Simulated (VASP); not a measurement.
Here is a VASP 6.6.1 calculation.

The input INCAR:

```
SYSTEM = GePt
PREC = Accurate
ENCUT = 520
EDIFF = 1E-7
ISMEAR = -1
SIGMA = 0.05
LREAL = Auto
LASPH = .TRUE.
NELM = 80
ALGO = Normal
ISIF = 2
LWAVE = .FALSE.
LCHARG = .TRUE.
GGA = PS
LELF = .TRUE.
LVHAR = .TRUE.
NBANDS = 110
```

The input KPOINTS:

```
Automatic mesh
0
Gamma
  4 4 4
  0.5 0.5 0.5
```

POSCAR

```
GePt
1.0
    5.7406006238     -3.7003359940      0.0000000000
   -5.7406006238     -3.7003359940      0.0000000000
    0.0000000000      3.7003359940     -6.0924384592
Ge Pt
8 8
Direct
    0.2480029436      0.4451556588      0.4245484000
    0.7413122990      0.9343779854      0.4084172564
    0.2775364815      0.0842103694      0.5945878689
    0.7687274474      0.5819577921      0.6009595377
    0.6869756466      0.9947983146      0.9080782739
    0.1533157769      0.4580901576      0.9173681503
    0.8121593504      0.4872355102      0.0748284949
    0.3414999300      0.0086931167      0.0873474560
    0.5260327280      0.5254449846      0.7934903294
    0.0378323469      0.0463781426      0.8147476636
    0.9753191456      0.9757398333      0.1898732351
    0.4911407261      0.4855418346      0.1965736721
    0.2834336596      0.7816026122      0.3010334880
    0.7748666001      0.2733807472      0.3061577089
    0.2155183542      0.7086887009      0.6977043804
    0.7083525890      0.2152834512      0.6806440521
```

Potentials or basis: VASP PAW PBE potentials, release 64 (Ge_d, Pt).

Command:

```sh
$ cat potpaw_PBE.64/Ge_d/POTCAR potpaw_PBE.64/Pt/POTCAR > POTCAR
$ mpirun -np 1 vasp_std > vasp.out
```

Problem. What does it give for the band gap on the k mesh?

Solution. Zero (bands 96 and 97 overlap by 0.65 eV).

Problem. What does it give for the pressure?

Solution. 2.0 GPa.

Problem. What does it give for the largest force?

Solution. 1.912 eV/Å.

Forces on the atoms (eV/Å):
```
Ge   0.890  0.217  1.266
Ge   0.817  0.078  0.098
Ge  -0.225  1.061  0.800
Ge   0.202 -0.888  0.748
Ge   0.044  0.901  0.012
Ge  -0.704 -1.774 -0.116
Ge  -0.561 -0.929 -0.591
Ge  -0.915  0.436  0.577
Pt  -0.419  0.036 -1.317
Pt   1.526  0.469  0.268
Pt   0.258 -0.281 -0.318
Pt  -0.118  0.470 -0.143
Pt  -0.259  0.820 -0.176
Pt   0.021 -0.505 -0.588
Pt  -0.627 -0.082 -0.581
Pt   0.069 -0.030  0.062
```

Caveat: the atoms stand as in a frame of molecular dynamics; the PAW data sets were made with another functional, which shifts forces and pressure a little; spin-orbit coupling is left out, which moves the levels of the heavy elements.
